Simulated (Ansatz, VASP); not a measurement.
## Mn: VASP beside Ansatz

```xyz
2
Lattice="2.4008 0.0000 0.0000 -1.2004 2.0792 0.0000 0.0000 0.0000 3.9029" Properties=species:S:1:pos:R:3 pbc="T T T"
Mn    0.0000    1.3861    0.9757
Mn    1.2004    0.6931    2.9272
```

Alike in both runs: task single point; functional RPBE; k mesh 24 × 24 × 13; occupations fermi-dirac, width 0.05 eV; collinear spin.

```csv
,VASP,Ansatz
version,VASP 6.6.1,Ansatz 0.2.0
potentials or method,"VASP PAW PBE potentials, release 64 (Mn_pv), cutoff 520 eV","plane waves (420 eV) with PAW, scalar-relativistic"
valence electrons in the cell,26,30
```

```tsv
	VASP	Ansatz	Ansatz less VASP
net moment per atom (μB)	0.00	0.00	0.000
```

VASP's potentials were made for PBE, not for RPBE. VASP's potentials hold 26 valence electrons a cell and Ansatz's 30, so a difference there can come from the potentials and not from the codes. Ansatz's warnings: seeded moment not kept.
